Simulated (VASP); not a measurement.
Write the native input for VASP 6.6.1 that does the following.

| Item | Value |
| --- | --- |
| Task | single point |
| Functional | PBE |
| Dispersion | D3(BJ) |
| Potentials or basis | VASP PAW PBE potentials, release 64 (C, O) |
| Cutoff | 520 eV |
| k mesh | 5 × 8 × 1 |
| Occupations | gaussian, width 0.05 eV |
| Spin | no spin polarisation |
| Dipole correction | yes |
| Further INCAR settings | LREAL = Auto; ALGO = Normal; EDIFF = 1e-06; NBANDS = 62 |

The structure of C21O lies in POSCAR:

```
C21O
1.0
    5.0304222913      0.0000000000      0.0000000000
    0.0000000000      3.5570457144      0.0000000000
    0.0000000000      0.0000000000     23.8251416051
C O
21 1
Direct
    0.2500000000      0.0000000000      0.1678898731
    0.7500000000      0.0000000000      0.1678898731
    0.0000000000      0.2500000000      0.1678898731
    0.5000000000      0.2500000000      0.1678898731
    0.0000000000      0.5000000000      0.2206746831
    0.5000000000      0.5000000000      0.2206746831
    0.2500000000      0.7500000000      0.2206746831
    0.7500000000      0.7500000000      0.2206746831
    0.2500000000      0.0023818432      0.2733210081
    0.7500000000      0.0023818432      0.2733210081
    0.0000000000      0.2476181568      0.2733210081
    0.5000000000      0.2476181568      0.2733210081
    0.0000000000      0.5094747646      0.3275705903
    0.5000000000      0.5094747646      0.3275705903
    0.2500000000      0.7405252354      0.3275705903
    0.7500000000      0.7405252354      0.3275705903
    0.2500000000      0.0286707501      0.3725115994
    0.7500000000      0.0286707501      0.3725115994
    0.0000000000      0.2213292499      0.3725115994
    0.5000000000      0.2213292499      0.3725115994
    0.3750000000      0.0286707501      0.5425000959
    0.3750000000      0.0286707501      0.4942317574
```

One way to write it, as run:

INCAR

```
PREC     = Accurate       # precision mode
ENCUT    = 520            # plane-wave cutoff, eV
EDIFF    = 1E-6           # SCF threshold, eV
ISMEAR   = 0              # smearing method
SIGMA    = 0.05           # smearing width, eV
LREAL    = Auto         
LASPH    = T              # aspherical terms in the spheres
NELM     = 80             # most SCF steps
ALGO     = Normal         # electronic algorithm
ISIF     = 2              # what is computed and relaxed
LWAVE    = F              # write WAVECAR
LCHARG   = F              # write CHGCAR
LDIPOL   = T            
IDIPOL   = 3            
DIPOL    = 0.5 0.5 0.295
GGA      = PE             # functional
IVDW     = 12             # dispersion correction
NBANDS   = 62             # bands
```

KPOINTS

```
regular mesh
0
Gamma
  5 8 1
```

Potentials or basis: VASP PAW PBE potentials, release 64 (C, O).

The run is started by

```bash
$ cat potpaw_PBE.64/C/POTCAR potpaw_PBE.64/O/POTCAR > POTCAR
$ mpirun -np 1 vasp_std > vasp.out
```

Results of the run:

| Property | Result |
| --- | --- |
| Largest force | 4.365 eV/Å |
| Band gap on the k mesh | zero (bands 45 and 46 overlap by 0.02 eV) |
| Dispersion energy per atom | -0.142 eV |

It took 13 min on 1 thread of Intel(R) Xeon(R) Platinum 8488C (Sapphire Rapids) (shared host), peak memory 0.67 GiB.
